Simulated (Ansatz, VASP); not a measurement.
OsSe in VASP and in Ansatz

```
Os Se
1.0
     0.00000    2.81747    2.81747
     2.81747    0.00000    2.81747
     2.81747    2.81747    0.00000
Os Se
1 1
Direct
  0.00000 0.00000 0.00000
  0.25000 0.25000 0.25000
```

Alike in both runs: task single point; functional PBE; k mesh 10 × 10 × 10; occupations gaussian, width 0.05 eV; collinear spin.

```csv
,VASP,Ansatz
version,VASP 6.6.1,Ansatz 0.2.0
potentials or method,"VASP PAW PBE potentials, release 64 (Os, Se), cutoff 520 eV","scalar-relativistic, plane waves, PAW"
valence electrons in the cell,14,32
```

|  | VASP | Ansatz | Ansatz less VASP |
| --- | --- | --- | --- |
| gap on the k mesh at the Fermi level (eV) | none | none | - |
| pressure (GPa) | -7.7 | -8.0 | -0.35 |
| net moment per atom (μB) | 0.00 | 0.00 | -0.001 |

A gap of «none» marks a metal or a gap that the smearing closes. The functional is the same, so the differences come from potentials, cutoffs and numerics. VASP's potentials hold 14 valence electrons a cell and Ansatz's 32, so a difference there can come from the potentials and not from the codes. Ansatz's warnings: seeded moment not kept.

Neither program's run includes spin-orbit coupling.
